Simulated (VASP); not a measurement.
A run of VASP 6.6.1 is set up as follows.

File INCAR:

```
ALGO = Normal
EDIFF = 1E-7
ENCUT = 520
GGA = PE
ISIF = 2
ISMEAR = 0
LASPH = T
LCHARG = F
LREAL = F
LWAVE = F
NBANDS = 26
NELM = 100
PREC = Accurate
SIGMA = 0.1
```

Contents of KPOINTS:

```
k-points
0
Gamma
  6 6 2
```

POSCAR

```
Be2ZnTe2Se
1.0
    3.6108294200      0.0000000000      0.0000000000
    0.0000000000      3.6108294200      0.0000000000
    0.0000000000      0.0000000000      9.8890028000
Be Zn Te Se
2 1 2 1
Direct
    0.5000000000      0.0000000000      0.7961770300
    0.0000000000      0.5000000000      0.2038229700
    0.5000000000      0.5000000000      0.0000000000
    0.5000000000      0.0000000000      0.3395209900
    0.0000000000      0.5000000000      0.6604790100
    0.0000000000      0.0000000000      0.0000000000
```

Potentials or basis: VASP PAW PBE potentials, release 64 (Be, Zn, Te, Se).

Run with:

```sh
$ cat potpaw_PBE.64/Be/POTCAR potpaw_PBE.64/Zn/POTCAR potpaw_PBE.64/Te/POTCAR potpaw_PBE.64/Se/POTCAR > POTCAR
$ mpirun -np 1 vasp_std > vasp.out
```

Problem. Predict the largest force.

Solution. 0.902 eV/Å.

Problem. Predict the band gap on the k mesh.

Solution. Zero (band 17 reaches 6.26 eV, above the bottom of band 18 at 3.83 eV).

Problem. Predict the pressure.

Solution. -2.6 GPa.

Forces on the atoms (eV/Å):
```
Be   0.000  0.000 -0.671
Be   0.000  0.000  0.671
Zn   0.000  0.000  0.000
Te   0.000  0.000 -0.902
Te   0.000  0.000  0.902
Se   0.000  0.000  0.000
```

Caveat: spin-orbit coupling is left out, which moves the levels of the heavy elements.
